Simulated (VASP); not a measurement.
Wanted: the native input for a VASP 6.6.1 run.

- Task: single point
- Functional: HSE06
- Potentials or basis: VASP PAW PBE potentials, release 64 (S, Mg)
- Cutoff: 520 eV
- k mesh: 4 × 4 × 2
- Occupations: fermi-dirac, width 0.05 eV
- Spin: no spin polarisation
- Dipole correction: no
- Grid for exact exchange (PRECFOCK): Normal
- Further INCAR settings: ALGO = Normal; EDIFF = 1e-07; NBANDS = 16
- Share of exact exchange: 0.25
- Screening parameter: 0.2079 1/Å

The system is MgS.

```
CELL_PARAMETERS angstrom
4.03462 0.00000 0.00000
-2.01731 3.49409 0.00000
0.00000 0.00000 6.43229
ATOMIC_POSITIONS crystal
S 0.66667 0.33333 0.87924
S 0.33333 0.66667 0.37924
Mg 0.33333 0.66667 0.99575
Mg 0.66667 0.33333 0.49575
```

These files were run (other wordings do the same):

POSCAR

```
MgS
1.0
    4.0346224068      0.0000000000      0.0000000000
   -2.0173112034      3.4940854990      0.0000000000
    0.0000000000      0.0000000000      6.4322941800
S Mg
2 2
Direct
    0.6666666667      0.3333333333      0.8792441500
    0.3333333333      0.6666666667      0.3792441500
    0.3333333333      0.6666666667      0.9957548500
    0.6666666667      0.3333333333      0.4957548500
```

INCAR.step1

```
PREC = Accurate
ENCUT = 520
EDIFF = 1E-5
ISMEAR = -1
SIGMA = 0.05
LREAL = F
LASPH = T
NELM = 80
ALGO = Normal
ISIF = 2
LWAVE = T
LCHARG = F
GGA = PE
NBANDS = 16
```

INCAR.step2

```
PREC = Accurate
ENCUT = 520
EDIFF = 1E-7
ISMEAR = -1
SIGMA = 0.05
LREAL = F
LASPH = T
NELM = 80
ALGO = Normal
ISIF = 2
LWAVE = F
LCHARG = F
GGA = PE
LHFCALC = T
HFSCREEN = 0.2079
PRECFOCK = Normal
ISTART = 1
NBANDS = 16
```

KPOINTS

```
Automatic mesh
0
Gamma
  4 4 2
```

Potentials or basis: VASP PAW PBE potentials, release 64 (S, Mg).

Run with:

```bash
$ cat potpaw_PBE.64/S/POTCAR potpaw_PBE.64/Mg/POTCAR > POTCAR
$ cp INCAR.step1 INCAR
$ mpirun -np 1 vasp_std > vasp.out
$ cp INCAR.step2 INCAR
$ mpirun -np 1 vasp_std > vasp.out
```

Results of the run:

```yaml
Pressure: -0.1 GPa
Largest_force: 0.052 eV/Å
Band_gap_on_the_k_mesh: 4.49 eV
```

Caveat: the k points lie up to 0.49 Å⁻¹ apart; the PAW data sets were made with another functional, which shifts forces and pressure a little.

Run time: 4.9 min on 1 thread of AMD EPYC 7R13 Processor (Zen 3), on a shared host, peak memory 0.28 GiB.
